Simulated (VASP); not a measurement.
Runs of VASP 6.6.1 on SiC. The structure is that of space group P6_3mc (No. 186), or close to it. The cells are those of the table. 

| cell | gap on the mesh (eV) | pressure (GPa) |
| --- | --- | --- |
| atoms relaxed from a = 3.127, b = 3.127, c = 5.560 Å, angles 90.0, 90.0, 120.0°, 4 atoms | 2.17 | -23.5 |
| atoms relaxed from a = 3.097, b = 3.097, c = 4.884 Å, angles 90.0, 90.0, 120.0°, 4 atoms | 2.16 | 0.4 |
| atoms relaxed from a = 3.053, b = 3.053, c = 4.625 Å, angles 90.0, 90.0, 120.0°, 4 atoms | 1.58 | 22.4 |
| atoms relaxed from a = 2.922, b = 2.922, c = 4.608 Å, angles 90.0, 90.0, 120.0°, 4 atoms | (b) | 56.0 |
| atoms relaxed from a = 3.211, b = 3.211, c = 5.271 Å, angles 90.0, 90.0, 120.0°, 4 atoms | (a) | -25.2 |

Alike in all rows: task relaxation of the atoms; level LDA; potentials or basis VASP PAW LDA potentials, release 64 (Si, C); no spin polarisation; k mesh 12 × 12 × 6; cutoff (eV) 520; smearing gaussian 0.05 eV.

Problem. Fill in the values left out.

Solution. (a) 2.37; (b) 1.74.

A k mesh can miss the band edges.
